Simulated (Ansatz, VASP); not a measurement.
# PbO2 in VASP and in Ansatz

```
Pb O
1.0
     5.03368    0.00000    0.00000
     0.00000    5.03368    0.00000
     0.00000    0.00000    3.37581
Pb O
2 4
Direct
  0.00000 0.00000 0.00000
  0.50000 0.50000 0.50000
  0.30742 0.30742 0.00000
  0.19258 0.80742 0.50000
  0.80742 0.19258 0.50000
  0.69258 0.69258 0.00000
```

Change from the starting cell: epitaxial_xy strain +1.0%.

Alike in both runs: task single point; functional r2SCAN; k mesh 6 × 6 × 8; occupations fermi-dirac, width 0.02 eV; no spin polarisation.

|  | VASP | Ansatz |
| --- | --- | --- |
| version | VASP 6.6.1 | Ansatz 0.2.0 |
| potentials or method | VASP PAW PBE potentials, release 64 (Pb_d, O) | plane waves, PAW |
| plane-wave cutoff (eV) | 520 | 500 |
| valence electrons in the cell | 52 | 52 |

|  | VASP | Ansatz | Ansatz less VASP |
| --- | --- | --- | --- |
| pressure (GPa) | -0.1 | -1.0 | -0.86 |
| traceless stress, the component that is largest in VASP (GPa) | 1.27 | 0.98 | -0.291 |
| rms of the force components (eV/Å) | 0.008 | 0.003 | -0.0048 |

VASP's potentials were made for PBE, not for r2SCAN. Atom by atom the forces differ by 0.010 eV/Å (rms over components).

Spin-orbit coupling is off throughout.
